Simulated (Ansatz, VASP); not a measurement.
**One calculation of AlN, two programs**

```
Al N
1.0
    -0.05807    2.02925    2.15132
     2.09325    0.00000    2.09325
     2.17626    2.05419   -0.08301
Al N
1 1
Direct
  0.49089 0.50725 0.49461
  0.00911 0.99275 0.00539
```

Alike in both runs: task single point; functional PBE; k mesh 10 × 10 × 10; occupations gaussian, width 0.02 eV; no spin polarisation.

|  | VASP | Ansatz |
| --- | --- | --- |
| version | VASP 6.6.1 | Ansatz 0.2.0 |
| potentials or method | VASP PAW PBE potentials, release 64 (Al, N), cutoff 520 eV | scalar-relativistic, plane waves, PAW |
| valence electrons in the cell | 8 | 8 |

|  | VASP | Ansatz | Ansatz less VASP |
| --- | --- | --- | --- |
| gap on the k mesh at the Fermi level (eV) | 2.19 | 2.21 | +0.018 |
| least direct gap on the mesh (eV) | 3.08 | 3.08 | -0.004 |
| pressure (GPa) | -22.6 | -22.4 | +0.19 |
| traceless stress, the component that is largest in VASP (GPa) | 15.03 | 15.01 | -0.022 |
| rms of the force components (eV/Å) | 0.236 | 0.236 | -0.0002 |

Atom by atom the forces differ by 0.000 eV/Å (rms over components).
